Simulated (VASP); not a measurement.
The system is C.

```
C
1.0
     0.00000    2.01036    2.01036
     2.01036    0.00000    2.01036
     2.01036    2.01036    0.00000
C
2
Direct
  0.87500 0.87500 0.87500
  0.12500 0.12500 0.12500
```

```yaml
Program: VASP 6.6.1
Task: relaxation of cell and atoms
Functional: RPBE
Potentials_or_basis: VASP PAW PBE potentials, release 64 (C)
Cutoff: 600 eV
k_mesh: 14 × 14 × 14
Occupations: fermi-dirac, width 0.02 eV
Spin: no spin polarisation
```

At the start: pressure -73.5 GPa; volume 8.13 Å³/atom.

Problem. How do energy, volume and symmetry change on relaxing?

Solution. Over 7 steps the energy falls by 718.4 meV/atom and the volume is 5.77 Å³/atom (-29.0 %); space group Fd-3m (No. 227, to 0.1 Å) before and after.

Step by step:
```tsv
step	energy change (eV)	largest force (eV/Å)	pressure (GPa)	volume (Å³)
1	0.0000	0.0000	-73.49	16.25
2	-0.3187	0.0000	168.86	8.97
3	-1.4345	0.0000	-5.10	11.69
4	-1.4367	0.0000	-1.15	11.58
5	-1.4365	0.0000	1.90	11.49
6	-1.4365	0.0000	-1.92	11.60
7	-1.4368	0.0000	0.01	11.54
```

Final structure:
```xyz
2
Lattice="0.0000 1.7938 1.7938 1.7938 0.0000 1.7938 1.7938 1.7938 0.0000" Properties=species:S:1:pos:R:3 pbc="T T T"
C     3.1392    3.1392    3.1392
C     0.4485    0.4485    0.4485
```

Caveat: the volume moved by over 15 % at a fixed basis, so the end points are rough; the PAW data sets were made with another functional, which shifts forces and pressure a little.
